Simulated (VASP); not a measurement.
# InTe4 (P4/mmm) in VASP: a series of runs

Runs on InTe4. Level: PBE. Tasks: single point.

Program: VASP 6.6.1. These are calculated values, not measurements. Logs are shortened: lines on timing, memory, paths and dates and some standing lists are left out, and cuts for length are marked.

**1. The cell of the first run**

It takes space group P4/mmm (No. 123, tetragonal). Conventional cell: a = 4.382 Å, b = 4.382 Å, c = 8.853 Å, α = 90.00°, β = 90.00°, γ = 90.00°. In (site symmetry 4/mmm) has 10 Te at 3.25 to 4.38 Å and 4 In at 4.38 Å within 4.4 Å. Within 3.3 Å of Te (site symmetry 4mm) lie 5 Te at 2.35 to 3.10 Å and 1 In at 3.25 Å. Within 3.5 Å of Te (site symmetry 4mm) lie 5 Te at 2.66 to 3.10 Å.

The cell was generated, and may not be a known phase.

**2. Single point, PBE**

Contents of INCAR:

```
SYSTEM = InTe4
PREC = Accurate
ENCUT = 520
EDIFF = 1E-7
ISMEAR = 0
SIGMA = 0.1
LREAL = .FALSE.
LASPH = .TRUE.
NELM = 60
ALGO = Normal
ISIF = 2
LWAVE = .FALSE.
LCHARG = .TRUE.
GGA = PE
LELF = .TRUE.
LVHAR = .TRUE.
NBANDS = 26
```

Contents of KPOINTS:

```
regular mesh
0
G
  4 4 2
  0 0 0
```

Contents of POSCAR:

```
InTe4
1.0
    4.3819805500      0.0000000000      0.0000000000
    0.0000000000      4.3819805500      0.0000000000
    0.0000000000      0.0000000000      8.8531901500
In Te
1 4
Direct
    0.5000000000      0.5000000000      0.5000000000
    0.5000000000      0.5000000000      0.8671892100
    0.5000000000      0.5000000000      0.1328107900
    0.0000000000      0.0000000000      0.1503115300
    0.0000000000      0.0000000000      0.8496884700
```

Potentials or basis: VASP PAW PBE potentials, release 64 (In_d, Te).

Command:

```sh
$ cat potpaw_PBE.64/In_d/POTCAR potpaw_PBE.64/Te/POTCAR > POTCAR
$ mpirun -np 1 vasp_std > vasp.out
```

OUTCAR:

```text
SYSTEM = InTe4
   PREC = Accurate
   ENCUT = 520
   EDIFF = 1E-7
   ISMEAR = 0
   LREAL = .FALSE.
   LASPH = .TRUE.
   NELM = 60
   ISIF = 2
   GGA = PE

 ion  position               nearest neighbor table
   1  0.500  0.500  0.500-   2 3.25   3 3.25
   2  0.500  0.500  0.867-   3 2.35   5 3.10   5 3.10   5 3.10   5 3.10   1 3.25
   3  0.500  0.500  0.133-   2 2.35   4 3.10   4 3.10   4 3.10   4 3.10   1 3.25
   4  0.000  0.000  0.150-   5 2.66   3 3.10   3 3.10   3 3.10   3 3.10
   5  0.000  0.000  0.850-   4 2.66   2 3.10   2 3.10   2 3.10   2 3.10

  LATTYP: Found a simple tetragonal cell.
 ALAT       =     4.3819805500
 C/A-ratio  =     2.0203627216

  Lattice vectors:

 A1 = (   4.3819805500,   0.0000000000,   0.0000000000)
 A2 = (   0.0000000000,   4.3819805500,   0.0000000000)
 A3 = (   0.0000000000,   0.0000000000,   8.8531901500)

Analysis of symmetry for initial positions (statically):
=====================================================================
 Subroutine PRICEL returns:
 Original cell was already a primitive cell.

 Routine SETGRP: Setting up the symmetry group for a
 simple tetragonal supercell.

 Subroutine GETGRP returns: Found 16 space group operations
 (whereof 16 operations were pure point group operations)
 out of a pool of 16 trial point group operations.

The static configuration has the point symmetry D_4h.

Analysis of symmetry for dynamics (positions and initial velocities):
=====================================================================
 Subroutine PRICEL returns:
 Original cell was already a primitive cell.

 Routine SETGRP: Setting up the symmetry group for a
 simple tetragonal supercell.

 Subroutine GETGRP returns: Found 16 space group operations
 (whereof 16 operations were pure point group operations)
 out of a pool of 16 trial point group operations.

The dynamic configuration has the point symmetry D_4h.

 Subroutine INISYM returns: Found 16 space group operations
 (whereof 16 operations are pure point group operations),
 and found     1 'primitive' translations

----------------------------------------------------------------------------------------

                                     Primitive cell

  volume of cell :     169.9968

  direct lattice vectors                    reciprocal lattice vectors
     4.381980550  0.000000000  0.000000000     0.228207311  0.000000000  0.000000000
     0.000000000  4.381980550  0.000000000     0.000000000  0.228207311  0.000000000
     0.000000000  0.000000000  8.853190150     0.000000000  0.000000000  0.112953634

  length of vectors
     4.381980550  4.381980550  8.853190150     0.228207311  0.228207311  0.112953634

  position of ions in fractional coordinates (direct lattice)
     0.500000000  0.500000000  0.500000000
     0.500000000  0.500000000  0.867189210
     0.500000000  0.500000000  0.132810790
     0.000000000  0.000000000  0.150311530
     0.000000000  0.000000000  0.849688470

  ion indices of the primitive-cell ions
   primitive index   ion index
                 1           1
                 2           2
                 3           3
                 4           4
                 5           5

----------------------------------------------------------------------------------------

 KPOINTS: regular mesh

Automatic generation of k-mesh.
 Grid dimensions read from file:
 generate k-points for:    4    4    2

 Generating k-lattice:

  Cartesian coordinates                     Fractional coordinates (reciprocal lattice)
     0.057051828  0.000000000  0.000000000     0.250000000  0.000000000  0.000000000
     0.000000000  0.057051828  0.000000000     0.000000000  0.250000000  0.000000000
     0.000000000  0.000000000  0.056476817     0.000000000  0.000000000  0.500000000

  Length of vectors
     0.057051828  0.057051828  0.056476817

  Shift w.r.t. Gamma in fractional coordinates (k-lattice)
     0.000000000  0.000000000  0.000000000

 Subroutine IBZKPT returns following result:
 ===========================================

 Found     12 irreducible k-points:

 Following reciprocal coordinates:
            Coordinates               Weight
  0.000000  0.000000  0.000000      1.000000
  0.250000  0.000000  0.000000      4.000000
  0.500000  0.000000  0.000000      2.000000
  0.250000  0.250000  0.000000      4.000000
  0.500000  0.250000  0.000000      4.000000
  0.500000  0.500000  0.000000      1.000000
  0.000000  0.000000  0.500000      1.000000
  0.250000  0.000000  0.500000      4.000000
  0.500000  0.000000  0.500000      2.000000
  0.250000  0.250000  0.500000      4.000000
  0.500000  0.250000  0.500000      4.000000
  0.500000  0.500000  0.500000      1.000000
   k-points           NKPTS =     12   k-points in BZ     NKDIM =     12   number of bands    NBANDS=     26
   number of dos      NEDOS =    301   number of ions     NIONS =      5
   total plane-waves  NPLWV =  90720
   dimension x,y,z NGX =    36 NGY =   36 NGZ =   70
   dimension x,y,z NGXF=    72 NGYF=   72 NGZF=  140
   ions per type =               1   4
   NGX,Y,Z   is equivalent  to a cutoff of  13.66, 13.66, 13.14 a.u.
   NGXF,Y,Z  is equivalent  to a cutoff of  27.32, 27.32, 26.29 a.u.
 SYSTEM =  InTe4
   PREC   = accura    normal or accurate (medium, high low for compatibility)
   ISTART =      0    job   : 0-new  1-cont  2-samecut
   ICHARG =      2    charge: 1-file 2-atom 10-const
   ISPIN  =      1    spin polarized calculation?
   LNONCOLLINEAR =      F non collinear calculations
   LSORBIT =      F    spin-orbit coupling
   LASPH  =      T    aspherical Exc in radial PAW
   ENCUT  =  520.0 eV  38.22 Ry    6.18 a.u.   8.15  8.15 16.46*2*pi/ulx,y,z
   NELM   =     60;   NELMIN=  2; NELMDL= -5     # of ELM steps
   EDIFF  = 0.1E-06   stopping-criterion for ELM
   LREAL  =      F    real-space projection
   EDIFFG = 0.1E-05   stopping-criterion for IOM
   NSW    =      0    number of steps for IOM
   IBRION =     -1    ionic relax: 0-MD 1-quasi-New 2-CG
   NFREE  =      0    steps in history (QN), initial steepest desc. (CG)
   ISIF   =      2    stress and relaxation
   ISYM   =      2    0-nonsym 1-usesym 2-fastsym
   POTIM  = 0.5000    time-step for ionic-motion
   TEBEG  =    0.0;   TEEND  =   0.0 temperature during run
   PSTRESS=    0.0 pullay stress
   NELECT =      37.0000    total number of electrons
   NUPDOWN=      -1.0000    fix difference up-down
   EMIN   =  10.00;   EMAX   =-10.00  energy-range for DOS
   EFERMI =   0.00;   METHOD = LEGACY
   ISMEAR =     0;   SIGMA  =   0.10  broadening in eV -4-tet -1-fermi 0-gaus
   EFERMI_NEDOS =   21; number of points for ismear=-14 and -15
   IALGO  =     38    algorithm
   IMIX   =      4    mixing-type and parameters
     AMIX     =   0.40;   BMIX     =  1.00
     AMIX_MAG =   1.60;   BMIX_MAG =  1.00
  volume/ion in A,a.u.               =      34.00       229.44
  Fermi-wavevector in a.u.,A,eV,Ry     =   0.984756  1.860918 13.194166  0.969744
  Thomas-Fermi vector in A             =   2.116012
   LORBIT       =      0    0 simple, 1 ext, 2 COOP (PROOUT), +10 PAW based schemes
   GGA     = PE    functional components
   LHFCALC =     F    Hartree Fock is set to
   AEXX    =    0.0000 exact exchange contribution
   IVDW    =     0    specifies the selected vdW correction
   LEPSILON=     F    determine dielectric tensor
   LRPA    =     F    only Hartree local field effects (RPA)
 non-spin polarized calculation
 Gauss-broadening in eV      SIGMA  =   0.10
  energy-cutoff  :      520.00
  volume of cell :      170.00
 maximum number of plane-waves:      4616
 NGX is ok and might be reduce to    36
   NGX = 17   NGY = 17   NGZ = 33

 number of electron      36.9999997 magnetization

 Free energy of the ion-electron system (eV)
  ---------------------------------------------------
  ext. energy  EPLUGINS =         0.00000000
  ---------------------------------------------------
  free energy    TOTEN  =       -11.69494562 eV

  energy without entropy =      -11.64260786  energy(sigma->0) =      -11.66877674

 E-fermi :   6.2525     XC(G=0):  -8.8770

 val. band max:        6.2380126193   @ k =   0.5000   0.2500   0.0000
 cond. band min:       6.2529135749   @ k =   0.2500   0.2500   0.0000
 fundamental gap:      0.0149009556
 Fermi energy:         6.2525315064

 k-point     1 :       0.0000    0.0000    0.0000
  band No.  band energies     occupation
      1      -9.3199      2.00000
      2      -8.7036      2.00000
      3      -8.6769      2.00000
      4      -8.6591      2.00000
      5      -8.6522      2.00000
      6      -8.6522      2.00000
[... 18 lines left out ...]
     25       9.1611      0.00000
     26       9.8064      0.00000

 k-point     2 :       0.2500    0.0000    0.0000
  band No.  band energies     occupation
      1      -8.9861      2.00000
      2      -8.6950      2.00000
      3      -8.6801      2.00000
      4      -8.6565      2.00000
      5      -8.6519      2.00000
      6      -8.6327      2.00000
[... 18 lines left out ...]
     25       9.1706      0.00000
     26      11.0326      0.00000

 k-point     3 :       0.5000    0.0000    0.0000
  band No.  band energies     occupation
      1      -8.7146      2.00000
      2      -8.6835      2.00000
      3      -8.6834      2.00000
      4      -8.6607      2.00000
      5      -8.6515      2.00000
      6      -8.2518      2.00000
[... 18 lines left out ...]
     25      11.2865      0.00000
     26      12.0925      0.00000

 k-point     4 :       0.2500    0.2500    0.0000
  band No.  band energies     occupation
      1      -8.7748      2.00000
      2      -8.6853      2.00000
      3      -8.6838      2.00000
      4      -8.6562      2.00000
      5      -8.6557      2.00000
      6      -8.5349      2.00000
[... 18 lines left out ...]
     25      10.3387      0.00000
     26      11.1253      0.00000

 k-point     5 :       0.5000    0.2500    0.0000
  band No.  band energies     occupation
      1      -8.7005      2.00000
      2      -8.6875      2.00000
      3      -8.6754      2.00000
      4      -8.6600      2.00000
      5      -8.6554      2.00000
      6      -8.1168      2.00000
[... 18 lines left out ...]
     25      10.1783      0.00000
     26      11.0486      0.00000

 k-point     6 :       0.5000    0.5000    0.0000
  band No.  band energies     occupation
      1      -8.6916      2.00000
      2      -8.6902      2.00000
      3      -8.6666      2.00000
      4      -8.6592      2.00000
      5      -8.6592      2.00000
      6      -7.9630      2.00000
[... 18 lines left out ...]
     25      10.4150      0.00000
     26      10.7086      0.00000

 k-point     7 :       0.0000    0.0000    0.5000
  band No.  band energies     occupation
      1      -9.2995      2.00000
      2      -8.7036      2.00000
      3      -8.6885      2.00000
      4      -8.6769      2.00000
      5      -8.6522      2.00000
      6      -8.6522      2.00000
[... 18 lines left out ...]
     25       9.3064      0.00000
     26       9.6376      0.00000

 k-point     8 :       0.2500    0.0000    0.5000
  band No.  band energies     occupation
      1      -8.9437      2.00000
      2      -8.6964      2.00000
      3      -8.6823      2.00000
      4      -8.6801      2.00000
      5      -8.6556      2.00000
      6      -8.6519      2.00000
[... 18 lines left out ...]
     25       9.5253      0.00000
     26      10.1848      0.00000

 k-point     9 :       0.5000    0.0000    0.5000
  band No.  band energies     occupation
      1      -8.6926      2.00000
      2      -8.6834      2.00000
      3      -8.6727      2.00000
      4      -8.6614      2.00000
      5      -8.6515      2.00000
      6      -8.2938      2.00000
[... 18 lines left out ...]
     25       9.9041      0.00000
     26      11.3078      0.00000

 k-point    10 :       0.2500    0.2500    0.5000
  band No.  band energies     occupation
      1      -8.6853      2.00000
      2      -8.6838      2.00000
      3      -8.6803      2.00000
      4      -8.6663      2.00000
      5      -8.6557      2.00000
      6      -8.6266      2.00000
[... 18 lines left out ...]
     25       9.8382      0.00000
     26      10.1360      0.00000

 k-point    11 :       0.5000    0.2500    0.5000
  band No.  band energies     occupation
      1      -8.6875      2.00000
      2      -8.6810      2.00000
      3      -8.6715      2.00000
      4      -8.6603      2.00000
      5      -8.6555      2.00000
      6      -8.1492      2.00000
[... 18 lines left out ...]
     25       9.6308      0.00000
     26       9.6755      0.00000

 k-point    12 :       0.5000    0.5000    0.5000
  band No.  band energies     occupation
      1      -8.6915      2.00000
      2      -8.6731      2.00000
      3      -8.6666      2.00000
      4      -8.6593      2.00000
      5      -8.6593      2.00000
      6      -7.9891      2.00000
[... 18 lines left out ...]
     25       9.8396      0.00000
     26      10.7413      0.00000

------------------------ aborting loop because EDIFF is reached ----------------------------------------

  FORCE on cell =-STRESS in cart. coord.  units (eV):
  Direction    XX          YY          ZZ          XY          YZ          ZX
  --------------------------------------------------------------------------------------
  -------------------------------------------------------------------------------------
  Total        8.0851640      8.0851640     23.2482784      0.0000000      0.0000000     -0.0000000
  in kB       76.2006598     76.2006598    219.1092422      0.0000000      0.0000000     -0.0000000
  external PRESSURE =     123.8368540 kB  Pullay stress =       0.0000000 kB

 VOLUME and BASIS-vectors are now :
 -----------------------------------------------------------------------------
  energy-cutoff  :      520.00
  volume of cell :      170.00
      direct lattice vectors                 reciprocal lattice vectors
     4.381980550  0.000000000  0.000000000     0.228207311  0.000000000  0.000000000
     0.000000000  4.381980550  0.000000000     0.000000000  0.228207311  0.000000000
     0.000000000  0.000000000  8.853190150     0.000000000  0.000000000  0.112953634

 POSITION                                       TOTAL-FORCE (eV/Angst)
 -----------------------------------------------------------------------------------
      2.19099      2.19099      4.42660        -0.000000      0.000000      0.000000
      2.19099      2.19099      7.67739        -0.000000      0.000000     -7.502014
      2.19099      2.19099      1.17580        -0.000000     -0.000000      7.502014
      0.00000      0.00000      1.33074        -0.000000     -0.000000      1.857952
      0.00000      0.00000      7.52245         0.000000     -0.000000     -1.857952
 -----------------------------------------------------------------------------------
    total drift:                                0.000000      0.000000      0.000000

  FREE ENERGIE OF THE ION-ELECTRON SYSTEM (eV)
  ---------------------------------------------------
  free  energy   TOTEN  =       -11.6949456196 eV

  energy  without entropy=      -11.6426078629  energy(sigma->0) =      -11.66877674
```

It took 3.2 min on 1 thread of Intel Xeon 8259CL, shared host; peak memory 0.31 GiB.

What came out:

```yaml
Free_energy: -11.6949 eV
Pressure: 12.4 GPa
Largest_force: 7.502 eV/Å
Band_gap_on_the_k_mesh: zero (an odd number of electrons rules out a gap without spin polarisation)
```

Forces on the atoms (eV/Å):
```
In   0.000  0.000  0.000
Te   0.000  0.000 -7.502
Te   0.000  0.000  7.502
Te   0.000  0.000  1.858
Te   0.000  0.000 -1.858
```

Stress tensor (GPa, compression positive):
```
 7.62  0.00  0.00
 0.00  7.62  0.00
 0.00  0.00 21.91
```

Levels at points of the mesh, in eV from the Fermi level:
| k point | band 15 | band 16 | band 17 | band 18 | band 19 | band 20 | band 21 | band 22 |
| --- | --- | --- | --- | --- | --- | --- | --- | --- |
| (0.00, 0.00, 0.00) | -3.35 | -2.70 | -1.47 | 0.47 | 0.47 | 1.32 | 2.56 | 2.56 |
| (0.50, 0.00, 0.00) | -3.24 | -2.40 | -1.37 | -1.15 | -0.91 | -0.75 | -0.14 | -0.02 |
| (0.50, 0.50, 0.00) | -4.17 | -2.46 | -0.11 | -0.11 | 0.39 | 1.23 | 1.90 | 1.90 |
| (0.00, 0.00, 0.50) | -3.38 | -2.88 | 0.48 | 0.48 | 0.72 | 1.34 | 2.18 | 2.80 |
| (0.50, 0.00, 0.50) | -3.23 | -2.89 | -1.38 | -1.21 | -1.18 | -0.89 | -0.76 | 2.52 |
| (0.50, 0.50, 0.50) | -4.12 | -3.97 | 0.36 | 0.36 | 0.78 | 1.62 | 1.62 | 2.83 |

Caveat: the stress differs along the axes, from 8 to 22 GPa; spin-orbit coupling is left out, which moves the levels of the heavy elements; an odd number of electrons without spin polarisation forces a metal; a magnetic or distorted state may lie lower.

**3. Single point, PBE**

This run uses another cell than the first one, of 36.60 Å³/atom.

Contents of INCAR:

```
SYSTEM = InTe4
PREC = Accurate ; ENCUT = 520
EDIFF = 1E-6 ; ISMEAR = 0
SIGMA = 0.1 ; LREAL = .False.
LASPH = .True. ; NELM = 100
ALGO = Normal ; ISIF = 2
LWAVE = .False. ; LCHARG = .True.
GGA = PE ; LELF = .True.
LVHAR = .True. ; NBANDS = 26
```

Contents of KPOINTS:

```
Automatic mesh
0
Gamma
  4 4 2
  0 0 0
```

Contents of POSCAR:

```
InTe4
1.0
    4.4096760771      0.0000000000      0.0000000000
    0.0000000000      4.4096760771      0.0000000000
    0.0000000000      0.0000000000      9.4112168569
In Te
1 4
Direct
    0.5000000000      0.5000000000      0.5000000000
    0.5000000000      0.5000000000      0.8206775774
    0.5000000000      0.5000000000      0.1793224226
    0.0000000000      0.0000000000      0.2233598669
    0.0000000000      0.0000000000      0.7766401331
```

Potentials or basis: VASP PAW PBE potentials, release 64 (In_d, Te).

Command:

```sh
$ cat potpaw_PBE.64/In_d/POTCAR potpaw_PBE.64/Te/POTCAR > POTCAR
$ mpirun -np 1 vasp_std > vasp.out
```

Wall time 2.6 min (1 thread of Intel Xeon 8259CL, shared host); peak memory 0.31 GiB.

It converged, with:

- Free energy: -14.9225 eV
- Pressure: -0.2 GPa
- Largest force: 0.016 eV/Å
- Band gap on the k mesh: zero (an odd number of electrons rules out a gap without spin polarisation)

Forces on the atoms (eV/Å):
```
In   0.000  0.000  0.000
Te   0.000  0.000  0.007
Te   0.000  0.000 -0.007
Te   0.000  0.000 -0.016
Te   0.000  0.000  0.016
```

Levels at points of the mesh, in eV from the Fermi level:
```tsv
k point	band 16	band 17	band 18	band 19	band 20	band 21
(0.00, 0.00, 0.00)	-2.34	-1.16	0.43	1.69	1.69	2.17
(0.50, 0.00, 0.00)	-1.80	-1.78	-1.76	-1.61	-1.24	-1.14
(0.50, 0.50, 0.00)	-1.84	-1.30	-0.86	0.00	0.00	2.90
(0.00, 0.00, 0.50)	-0.96	-0.75	0.52	1.78	1.78	2.11
(0.50, 0.00, 0.50)	-1.76	-1.64	-1.48	-1.42	-1.39	-1.29
(0.50, 0.50, 0.50)	-1.83	-1.28	0.31	0.31	0.95	1.93
```

Caveat: spin-orbit coupling is left out, which moves the levels of the heavy elements; an odd number of electrons without spin polarisation forces a metal; a magnetic or distorted state may lie lower.

The gap in the log of VASP goes by the Fermi energy; the results here count the filled bands.